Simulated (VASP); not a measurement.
# Cr (Im-3m) in VASP: notebook, part 3 of 3

VASP 6.6.1. Earlier steps stand in the parts before.

## Step 6: Single point, revPBE, collinear spin, ferromagnetic start (volume scaled by 1.04)

Input file INCAR:

```
  PREC = Accurate
  ENCUT = 520
  EDIFF = 1E-6
  ISMEAR = -1
  SIGMA = 0.05
  LREAL = False
  LASPH = True
  NELM = 150
  ALGO = Normal
  ISIF = 2
  LWAVE = False
  LCHARG = False
  ISPIN = 2
  MAGMOM = 1.5
  LORBIT = 11
  LMAXMIX = 4
  GGA = RE
  NBANDS = 16
```

Input file KPOINTS:

```
regular mesh
0
Gamma
  25 25 25
```

Input file POSCAR:

```
Cr
1.0
   -1.4499196275      1.4499196275      1.4499196275
    1.4499196275     -1.4499196275      1.4499196275
    1.4499196275      1.4499196275     -1.4499196275
Cr
1
Direct
    0.0000000000      0.0000000000      0.0000000000
```

Potentials or basis: VASP PAW PBE potentials, release 64 (Cr_pv).

Run with:

```sh
> cat potpaw_PBE.64/Cr_pv/POTCAR > POTCAR
> mpirun -np 1 vasp_std > vasp.out
```

OUTCAR:

```text
PREC = Accurate
   ENCUT = 520
   EDIFF = 1E-6
   ISMEAR = -1
   LREAL = False
   LASPH = True
   NELM = 150
   ISIF = 2
   ISPIN = 2
   LORBIT = 11
   GGA = RE

 ion  position               nearest neighbor table
   1  0.000  0.000  0.000-

  LATTYP: Found a body centered cubic cell.
 ALAT       =     2.8998392550

  Lattice vectors:

 A1 = (  -1.4499196275,   1.4499196275,   1.4499196275)
 A2 = (   1.4499196275,  -1.4499196275,   1.4499196275)
 A3 = (   1.4499196275,   1.4499196275,  -1.4499196275)

Analysis of symmetry for initial positions (statically):
=====================================================================
 Subroutine PRICEL returns:
 Original cell was already a primitive cell.

 Routine SETGRP: Setting up the symmetry group for a
 body centered cubic supercell.

 Subroutine GETGRP returns: Found 48 space group operations
 (whereof 48 operations were pure point group operations)
 out of a pool of 48 trial point group operations.

The static configuration has the point symmetry O_h .

Analysis of symmetry for dynamics (positions and initial velocities):
=====================================================================
 Subroutine PRICEL returns:
 Original cell was already a primitive cell.

 Routine SETGRP: Setting up the symmetry group for a
 body centered cubic supercell.

 Subroutine GETGRP returns: Found 48 space group operations
 (whereof 48 operations were pure point group operations)
 out of a pool of 48 trial point group operations.

The dynamic configuration has the point symmetry O_h .

Analysis of structural, dynamic, and magnetic symmetry:
=====================================================================
 Subroutine PRICEL returns:
 Original cell was already a primitive cell.

 Routine SETGRP: Setting up the symmetry group for a
 body centered cubic supercell.

 Subroutine GETGRP returns: Found 48 space group operations
 (whereof 48 operations were pure point group operations)
 out of a pool of 48 trial point group operations.

The overall configuration has the point symmetry O_h .

 Subroutine INISYM returns: Found 48 space group operations
 (whereof 48 operations are pure point group operations),
 and found     1 'primitive' translations

----------------------------------------------------------------------------------------

                                     Primitive cell

  volume of cell :      12.1925

  direct lattice vectors                    reciprocal lattice vectors
    -1.449919627  1.449919627  1.449919627     0.000000000  0.344846701  0.344846701
     1.449919627 -1.449919627  1.449919627     0.344846701  0.000000000  0.344846701
     1.449919627  1.449919627 -1.449919627     0.344846701  0.344846701  0.000000000

  length of vectors
     2.511334462  2.511334462  2.511334462     0.487686881  0.487686881  0.487686881

  position of ions in fractional coordinates (direct lattice)
     0.000000000  0.000000000  0.000000000

  ion indices of the primitive-cell ions
   primitive index   ion index
                 1           1

[... 55 lines left out ...]
   total plane-waves  NPLWV =   8000
   dimension x,y,z NGX =    20 NGY =   20 NGZ =   20
   dimension x,y,z NGXF=    40 NGYF=   40 NGZF=   40
   ions per type =               1
   NGX,Y,Z   is equivalent  to a cutoff of  13.24, 13.24, 13.24 a.u.
   NGXF,Y,Z  is equivalent  to a cutoff of  26.48, 26.48, 26.48 a.u.
 SYSTEM =  unknown system
   PREC   = accura    normal or accurate (medium, high low for compatibility)
   ISTART =      0    job   : 0-new  1-cont  2-samecut
   ICHARG =      2    charge: 1-file 2-atom 10-const
   ISPIN  =      2    spin polarized calculation?
   LNONCOLLINEAR =      F non collinear calculations
   LSORBIT =      F    spin-orbit coupling
   LASPH  =      T    aspherical Exc in radial PAW
   ENCUT  =  520.0 eV  38.22 Ry    6.18 a.u.   4.67  4.67  4.67*2*pi/ulx,y,z
   NELM   =    150;   NELMIN=  2; NELMDL= -5     # of ELM steps
   EDIFF  = 0.1E-05   stopping-criterion for ELM
   LREAL  =      F    real-space projection
   EDIFFG = 0.1E-04   stopping-criterion for IOM
   NSW    =      0    number of steps for IOM
   IBRION =     -1    ionic relax: 0-MD 1-quasi-New 2-CG
   NFREE  =      0    steps in history (QN), initial steepest desc. (CG)
   ISIF   =      2    stress and relaxation
   ISYM   =      2    0-nonsym 1-usesym 2-fastsym
   POTIM  = 0.5000    time-step for ionic-motion
   TEBEG  =    0.0;   TEEND  =   0.0 temperature during run
   PSTRESS=    0.0 pullay stress
   NELECT =      12.0000    total number of electrons
   NUPDOWN=      -1.0000    fix difference up-down
   EMIN   =  10.00;   EMAX   =-10.00  energy-range for DOS
   EFERMI =   0.00;   METHOD = LEGACY
   ISMEAR =    -1;   SIGMA  =   0.05  broadening in eV -4-tet -1-fermi 0-gaus
   EFERMI_NEDOS =   21; number of points for ismear=-14 and -15
   IALGO  =     38    algorithm
   IMIX   =      4    mixing-type and parameters
     AMIX     =   0.40;   BMIX     =  1.00
     AMIX_MAG =   1.60;   BMIX_MAG =  1.00
  volume/ion in A,a.u.               =      12.19        82.28
  Fermi-wavevector in a.u.,A,eV,Ry     =   1.628438  3.077302 36.080085  2.651811
  Thomas-Fermi vector in A             =   2.721069
   LORBIT       =     11    0 simple, 1 ext, 2 COOP (PROOUT), +10 PAW based schemes
   GGA     = RE    functional components
   LHFCALC =     F    Hartree Fock is set to
   AEXX    =    0.0000 exact exchange contribution
   IVDW    =     0    specifies the selected vdW correction
   LEPSILON=     F    determine dielectric tensor
   LRPA    =     F    only Hartree local field effects (RPA)
 spin polarized calculation
  energy-cutoff  :      520.00
  volume of cell :       12.19
 maximum number of plane-waves:       342
   NGX =  9   NGY =  9   NGZ =  9

 number of electron      11.9999994 magnetization       0.0006035

 number of electron      11.9999994 magnetization      -0.0002017

 Free energy of the ion-electron system (eV)
  ---------------------------------------------------
  ext. energy  EPLUGINS =         0.00000000
  ---------------------------------------------------
  free energy    TOTEN  =        -9.08887735 eV

  energy without entropy =       -9.08190978  energy(sigma->0) =       -9.08539356

 E-fermi :  10.3163     XC(G=0): -13.2776

 val. band max:       10.3094972146   @ k =  -0.3600   0.3600   0.2800
 cond. band min:      10.3249183533   @ k =  -0.1600   0.2000   0.0400
 fundamental gap:      0.0154211387
 Fermi energy:        10.3163226368

 spin component 1

 k-point     1 :       0.0000    0.0000    0.0000
  band No.  band energies     occupation
      1     -32.5493      1.00000
      2     -32.5493      1.00000
      3     -32.5493      1.00000
      4       2.6380      1.00000
      5       9.4546      1.00000
      6       9.4546      1.00000
[... 435 lines left out ...]
      5       8.0506      1.00000
      6      10.8097      0.00005
[... 8 lines left out ...]
     15      38.1916      0.00000
     16      41.2110      0.00000

 [... further k-points ...]

 spin component 2

 k-point     1 :       0.0000    0.0000    0.0000
  band No.  band energies     occupation
      1     -32.5494      1.00000
      2     -32.5494      1.00000
      3     -32.5494      1.00000
      4       2.6380      1.00000
      5       9.4544      1.00000
      6       9.4544      1.00000
[... 435 lines left out ...]
      5       8.0504      1.00000
      6      10.8096      0.00005
[... 8 lines left out ...]
     15      38.1915      0.00000
     16      41.2109      0.00000

 [... further k-points ...]

------------------------ aborting loop because EDIFF is reached ----------------------------------------

  FORCE on cell =-STRESS in cart. coord.  units (eV):
  Direction    XX          YY          ZZ          XY          YZ          ZX
  --------------------------------------------------------------------------------------
  -------------------------------------------------------------------------------------
  Total       -0.7078126     -0.7078126     -0.7078126      0.0000000      0.0000000     -0.0000000
  in kB      -93.0115977    -93.0115977    -93.0115977      0.0000000      0.0000000     -0.0000000
  external PRESSURE =     -93.0115977 kB  Pullay stress =       0.0000000 kB

 VOLUME and BASIS-vectors are now :
 -----------------------------------------------------------------------------
  energy-cutoff  :      520.00
  volume of cell :       12.19
      direct lattice vectors                 reciprocal lattice vectors
    -1.449919627  1.449919627  1.449919627     0.000000000  0.344846701  0.344846701
     1.449919627 -1.449919627  1.449919627     0.344846701  0.000000000  0.344846701
     1.449919627  1.449919627 -1.449919627     0.344846701  0.344846701  0.000000000

 POSITION                                       TOTAL-FORCE (eV/Angst)
 -----------------------------------------------------------------------------------
      0.00000      0.00000      0.00000         0.000000     -0.000000      0.000000
 -----------------------------------------------------------------------------------
    total drift:                                0.000000     -0.000000      0.000000

  FREE ENERGIE OF THE ION-ELECTRON SYSTEM (eV)
  ---------------------------------------------------
  free  energy   TOTEN  =        -9.0888773462 eV

  energy  without entropy=       -9.0819097768  energy(sigma->0) =       -9.08539356

 total charge

# of ion       s       p       d       tot
------------------------------------------
    1        0.432   6.373   4.145  10.950

 magnetization (x)

# of ion       s       p       d       tot
------------------------------------------
    1        0.000  -0.000  -0.000  -0.000
```

OSZICAR:

```text
N       E                     dE             d eps       ncg     rms          rms(c)
DAV:   1     0.814337637962E+02    0.81434E+02   -0.62157E+03 29816   0.844E+02
DAV:   2    -0.888453975583E+01   -0.90318E+02   -0.86033E+02 31936   0.246E+02
DAV:   3    -0.103976674467E+02   -0.15131E+01   -0.15104E+01 32960   0.352E+01
DAV:   4    -0.104033250114E+02   -0.56576E-02   -0.56575E-02 34304   0.214E+00
DAV:   5    -0.104033696460E+02   -0.44635E-04   -0.44634E-04 32832   0.171E-01    0.140E+01
DAV:   6    -0.908912879167E+01    0.13142E+01   -0.22598E+00 29776   0.270E+01    0.287E+00
DAV:   7    -0.909548422651E+01   -0.63554E-02   -0.72395E-02 30728   0.272E+00    0.148E+00
DAV:   8    -0.909024833629E+01    0.52359E-02   -0.30594E-03 34416   0.651E-01    0.923E-01
DAV:   9    -0.908881788649E+01    0.14304E-02   -0.11689E-03 32104   0.388E-01    0.171E-01
DAV:  10    -0.908888093711E+01   -0.63051E-04   -0.16941E-04 32672   0.129E-01    0.508E-02
DAV:  11    -0.908888281775E+01   -0.18806E-05   -0.96207E-06 34136   0.283E-02    0.247E-02
DAV:  12    -0.908887779639E+01    0.50214E-05   -0.14625E-06 27248   0.137E-02    0.488E-03
DAV:  13    -0.908887734615E+01    0.45024E-06   -0.44957E-07 17216   0.730E-03
   1 F= -.90888773E+01 E0= -.90853936E+01  d E =-.696757E-02  mag=    -0.0000
```

It took 5.3 min on 1 thread of Intel Xeon 8259CL, shared host; peak memory 0.24 GiB.

Results:

```yaml
Free_energy: -9.0889 eV
Pressure: -9.3 GPa
Band_gap_on_the_k_mesh: zero (filled and empty bands overlap)
Net_moment: 0.00 μB per cell
Valence_electrons_inside_the_program's_atomic_spheres: Cr 10.95
```

Caveat: the starting moments collapsed, and a magnetic state may lie lower; the PAW data sets were made with another functional, which shifts forces and pressure a little.

## Step 7: Single point, revPBE, non-collinear spin, typed start, spin-orbit coupling

This run uses another cell than the first one: it holds 1 atom, not 2.

Input file INCAR:

```
  PREC = Accurate
  ENCUT = 520
  EDIFF = 1E-7
  ISMEAR = -1
  SIGMA = 0.05
  LREAL = F
  LASPH = T
  NELM = 150
  ALGO = Normal
  ISIF = 2
  LWAVE = F
  LCHARG = F
  LNONCOLLINEAR = T
  MAGMOM = 0 0 1.5
  LORBIT = 11
  LSORBIT = T
  GGA_COMPAT = F
  LORBMOM = T
  LMAXMIX = 4
  GGA = RE
  NBANDS = 23
```

Input file KPOINTS:

```
regular mesh
0
Gamma
  15 15 15
```

Input file POSCAR:

```
Cr
1.0
   -1.4310873709      1.4310873709      1.4310873709
    1.4310873709     -1.4310873709      1.4310873709
    1.4310873709      1.4310873709     -1.4310873709
Cr
1
Direct
    0.0000000000      0.0000000000      0.0000000000
```

Run with:

```sh
> cat potpaw_PBE.64/Cr_pv/POTCAR > POTCAR
> mpirun -np 1 vasp_ncl > vasp.out
```

Run time: 7.5 min. Hardware: 1 thread of Intel Xeon 8259CL, shared host; peak memory 0.28 GiB.

Results (log left out):

```
Free energy                                           : -9.1106 eV
Pressure                                              : -0.4 GPa
Net moment                                            : 0.00 μB per cell
Valence electrons inside the program's atomic spheres : Cr 11.03
```

Moments on the atoms (μB; x, y, z):
```
Cr  0.00 0.00 0.00
```

Caveat: the starting moments collapsed, and a magnetic state may lie lower; the PAW data sets were made with another functional, which shifts forces and pressure a little.
